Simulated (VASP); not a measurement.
Wanted: the native input for a VASP 6.6.1 run.

- Task: single point
- Functional: r2SCAN
- Potentials or basis: VASP PAW PBE potentials, release 64 (Zn, S)
- Cutoff: 550 eV
- k mesh: 12 × 12 × 4
- Occupations: gaussian, width 0.01 eV
- Spin: no spin polarisation
- Dipole correction: no
- Further INCAR settings: ALGO = Normal; EDIFF = 1e-06; NBANDS = 26

ZnS:

```
CELL_PARAMETERS angstrom
3.76816 0.00000 0.00000
-1.88408 3.26332 0.00000
0.00000 0.00000 6.28101
ATOMIC_POSITIONS crystal
Zn 0.33333 0.66667 0.00190
Zn 0.66667 0.33333 0.50190
S 0.33333 0.66667 0.37310
S 0.66667 0.33333 0.87310
```

This cell differs from its parent crystal: epitaxial xy strain -1.0%.

These files were run (other wordings do the same):

POSCAR

```
ZnS
1.0
    3.7681574026      0.0000000000      0.0000000000
   -1.8840787013      3.2633200361      0.0000000000
    0.0000000000      0.0000000000      6.2810123737
Zn S
2 2
Direct
    0.3333333333      0.6666666667      0.0018966511
    0.6666666667      0.3333333333      0.5018966511
    0.3333333333      0.6666666667      0.3731033489
    0.6666666667      0.3333333333      0.8731033489
```

INCAR.step1

```
SYSTEM = ZnS
PREC = Accurate ; ENCUT = 550
ISMEAR = 0 ; SIGMA = 0.01
LREAL = .False. ; LASPH = .True.
NELM = 120 ; NBANDS = 26
GGA = PE ; ALGO = Normal
EDIFF = 1E-5 ; LWAVE = .True.
LCHARG = .False. ; GGA_COMPAT = .False.
```

INCAR.step2

```
SYSTEM = ZnS
PREC = Accurate ; ENCUT = 550
EDIFF = 1E-6 ; ISMEAR = 0
SIGMA = 0.01 ; LREAL = .False.
LASPH = .True. ; NELM = 120
ALGO = Normal ; ISIF = 2
LWAVE = .False. ; LCHARG = .True.
METAGGA = R2SCAN ; LMIXTAU = .True.
LELF = .True. ; LVHAR = .True.
NBANDS = 26 ; ISTART = 1
GGA_COMPAT = .False.
```

KPOINTS

```
Automatic mesh
0
Gamma
  12 12 4
  0 0 0
```

Potentials or basis: VASP PAW PBE potentials, release 64 (Zn, S).

Command:

```console
$ cat potpaw_PBE.64/Zn/POTCAR potpaw_PBE.64/S/POTCAR > POTCAR
$ cp INCAR.step1 INCAR
$ mpirun -np 1 vasp_std > vasp.out
$ cp INCAR.step2 INCAR
$ mpirun -np 1 vasp_std > vasp.out
```

Results of the run:

The pressure is 1.2 GPa. The largest force is 0.011 eV/Å. The band gap on the k mesh is 2.80 eV.

Caveat: the cell differs from its parent crystal (epitaxial xy strain -1.0%); the PAW data sets were made with another functional, which shifts forces and pressure a little.

Run time: 9.8 min on 1 thread of Oxide Virtual Turin-like Processor, on a shared host, peak memory 0.24 GiB.
